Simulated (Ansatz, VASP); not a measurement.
## In in VASP and in Ansatz

INCAR

```
SYSTEM = In
PREC     = Accurate       ! precision mode
ENCUT    = 520            ! plane-wave cutoff, eV
EDIFF    = 1E-6           ! SCF threshold, eV
ISMEAR   = -1             ! smearing method
SIGMA    = 0.05           ! smearing width, eV
LREAL    = .False.        ! projectors in reciprocal space
LASPH    = .True.         ! aspherical terms in the spheres
NELM     = 60             ! most SCF steps
ALGO     = Normal         ! electronic algorithm
ISIF     = 2              ! what is computed and relaxed
LWAVE    = .False.        ! write WAVECAR
LCHARG   = .False.        ! write CHGCAR
GGA      = PE             ! functional
NBANDS   = 12             ! bands
```

KPOINTS

```
regular mesh
0
Gamma
  14 14 14
  0 0 0
```

The input POSCAR:

```
In
1.0
   -1.6369195191      1.6369195191      2.4903342523
    1.6369195191     -1.6369195191      2.4903342523
    1.6369195191      1.6369195191     -2.4903342523
In
1
Direct
    0.0000000000      0.0000000000      0.0000000000
```

Input for Ansatz:

```yaml
crystal:
  lattice:
    - [-1.6369195191, 1.6369195191, 2.4903342523]
    - [1.6369195191, -1.6369195191, 2.4903342523]
    - [1.6369195191, 1.6369195191, -2.4903342523]
  atoms:
    - { symbol: In, position: [0.0, 0.0, 0.0] }
kpoints:
  mp_grid: { grid: [14, 14, 14] }
scf:
  occupations: { method: fermi_dirac, width: 0.05 }
hamiltonian:
  xc: pbe
  pseudopotentials: { kind: all_electron, lapw: { basis_error: 0.0005 } }
output:
  forces: true
  stress: true
  eigenvalues: true
```

Change from the starting cell: volume scaled by 1.02.

Alike in both runs: task single point; functional PBE; k mesh 14 × 14 × 14; occupations fermi-dirac, width 0.05 eV; no spin polarisation.

```csv
,VASP,Ansatz
version,VASP 6.6.1,Ansatz 0.2.0
potentials or method,"VASP PAW PBE potentials, release 64 (In_d), cutoff 520 eV","all-electron LAPW, scalar-relativistic"
```

Ansatz gave:

| Item | Value |
| --- | --- |
| pressure (GPa) | 1.1 |
| traceless stress, the component that is largest in VASP (GPa) | 0.15 |

Problem. Which values does VASP return?

Solution. Pressure (GPa): 1.0; traceless stress, the component that is largest in VASP (GPa): 0.15.

Ansatz ran all-electron here, and VASP with PAW potentials.
